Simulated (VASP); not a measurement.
A run of VASP 6.6.1 is set up as follows.

INCAR

```
SYSTEM = Si5P13
PREC     = Accurate       ! precision mode
ENCUT    = 520            ! plane-wave cutoff, eV
EDIFF    = 1E-6           ! SCF threshold, eV
ISMEAR   = -1             ! smearing method
SIGMA    = 0.2585         ! smearing width, eV
LREAL    = Auto         
LASPH    = .True.         ! aspherical terms in the spheres
NELM     = 100            ! most SCF steps
ALGO     = Normal         ! electronic algorithm
ISIF     = 2              ! what is computed and relaxed
LWAVE    = .False.        ! write WAVECAR
LCHARG   = .False.        ! write CHGCAR
GGA      = PE             ! functional
ISYM     = 0            
NBANDS   = 58             ! bands
```

Contents of KPOINTS:

```
Automatic mesh
0
Gamma
  1 1 1
  0.25 0.25 0.25
```

File POSCAR:

```
Si5P13
1.0
    7.0479230000      0.0446470000      0.1733930000
    0.0446470000      7.0511420000     -0.0312760000
    0.1733930000     -0.0312760000      7.0375900000
Si P
5 13
Direct
    0.8787374926      0.2864333180      0.7130704628
    0.5403687081      0.4237184634      0.6831082895
    0.5821947832      0.5130454491      1.0152373908
    0.3819957985      0.1677681497     -0.1046485062
    0.8154830225     -0.1496415711      0.3171090903
    0.8332643253      0.6482419051      0.5720192868
    0.7238911179      1.0289969466      0.5804819911
    0.3934092486      0.1621353532      0.5748158866
    0.4529311852      0.8661739145      0.1998109237
    0.0043697790      0.3747914439      0.4076221104
    0.2808379299      0.4720367876      0.2315829839
    0.1764655696      0.8657432644      0.8145335394
    0.8568299500      0.5454605656      0.1301569869
    0.1125931878     -0.0598032769      0.1588294746
    0.0625266403      0.5903862940      0.8686283571
    0.4703177665      0.2359866799      0.1587117054
    0.3839667924      0.7188372152      0.4860674178
    1.0489199562      1.1256528340      0.9347776071
```

Potentials or basis: VASP PAW PBE potentials, release 64 (Si, P).

Launch:

```sh
$ cat potpaw_PBE.64/Si/POTCAR potpaw_PBE.64/P/POTCAR > POTCAR
$ mpirun -np 1 vasp_std > vasp.out
```

**Question.** Predict the pressure.

**Answer.** -0.5 GPa.

**Question.** Estimate the largest force.

**Answer.** 4.018 eV/Å.

Forces on the atoms (eV/Å):
```
Si  -0.401 -0.292 -0.783
Si   1.114  1.863 -0.258
Si  -1.062  0.745 -0.499
Si  -2.461 -1.478 -2.810
Si  -0.119 -0.158 -0.735
P    0.690 -0.222  0.138
P   -0.659  0.268  0.411
P    1.393 -0.485 -0.154
P    0.871 -1.438  0.590
P   -1.053 -0.251 -0.201
P   -0.710  1.872  1.069
P    0.691  0.174 -0.232
P    1.433  0.265 -0.152
P   -0.070 -0.502  1.564
P   -1.043 -1.020  0.000
P    1.691  0.293  3.536
P   -0.404 -0.761 -1.194
P    0.100  1.129 -0.288
```

Caveat: the k points lie up to 0.89 Å⁻¹ apart.
